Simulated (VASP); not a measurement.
Ta2Co7Ni7: single point with PBE

The system is Ta2Co7Ni7.

```
Co Ni Ta
1.0
     5.62894    0.24765    0.12882
     0.24765    5.75828   -0.11949
     0.12882   -0.11949    5.97062
Co Ni Ta
7 7 2
Direct
  0.64872 0.29992 0.66913
  0.41859 0.52268 0.00106
  0.12708 0.80276 0.18613
  0.62793 0.73242 0.72312
  0.87145 0.06476 0.92418
  0.18698 0.75329 0.76013
  0.37086 0.55465 0.41168
  0.42363 0.02955 0.92645
  0.65539 0.82639 0.21200
  0.38913 0.98643 0.49076
  0.85267 0.51016 0.98426
  0.90929 0.56317 0.44993
  0.67085 0.26281 0.23576
  0.90542 0.97447 0.51777
  0.14964 0.31792 0.71329
  0.13910 0.22883 0.21219
```

```
Program                : VASP 6.6.1
Task                   : single point
Functional             : PBE
Potentials or basis    : VASP PAW PBE potentials, release 64 (Co, Ni, Ta_pv)
Cutoff                 : 520 eV
k mesh                 : 1 × 1 × 1, shifted
Occupations            : fermi-dirac, width 0.05 eV
Spin                   : no spin polarisation
Dipole correction      : no
Further INCAR settings : LREAL = Auto; ALGO = Normal; EDIFF = 1e-06; NBANDS = 92; ISYM = 0
```

- Pressure: -5.1 GPa
- Largest force: 1.412 eV/Å

Forces in eV/Å, atoms in the order of the input:
```
Co  -0.584  0.487  0.035
Co  -0.077 -0.669  0.265
Co   0.081 -0.415 -0.537
Co  -0.184 -0.715 -0.448
Co   0.088 -0.660 -0.431
Co  -1.133  0.291 -0.374
Co   0.299 -0.016  0.599
Ni   0.494  1.217  0.518
Ni   0.351 -0.351 -0.311
Ni  -0.423  0.480  0.112
Ni   0.554  0.442  0.081
Ni  -0.045 -0.416 -0.371
Ni  -0.670 -0.216  1.145
Ni   0.352  0.665 -0.302
Ta   0.796 -0.335 -0.013
Ta   0.100  0.212  0.031
```

Stress tensor (GPa, compression positive):
```
-9.89 -7.15 -2.93
-7.15 -4.42  0.48
-2.93  0.48 -1.02
```

Levels at points of the mesh, in eV from the Fermi level:
| k point | band 75 | band 76 | band 77 | band 78 | band 79 | band 80 | band 81 | band 82 |
| --- | --- | --- | --- | --- | --- | --- | --- | --- |
| (0.25, 0.25, 0.25) | -0.16 | -0.10 | -0.05 | -0.04 | 0.06 | 0.15 | 0.24 | 0.25 |

It took 94 s on 1 thread of AMD EPYC 9R45 96-Core Processor (Zen 5), with other jobs on the host, peak memory 0.28 GiB.

Caveat: the k points lie up to 1.12 Å⁻¹ apart; spin-orbit coupling is left out, which moves the levels of the heavy elements. Spin polarisation is off, so any magnetic state and its effect on volume and gap are missing.
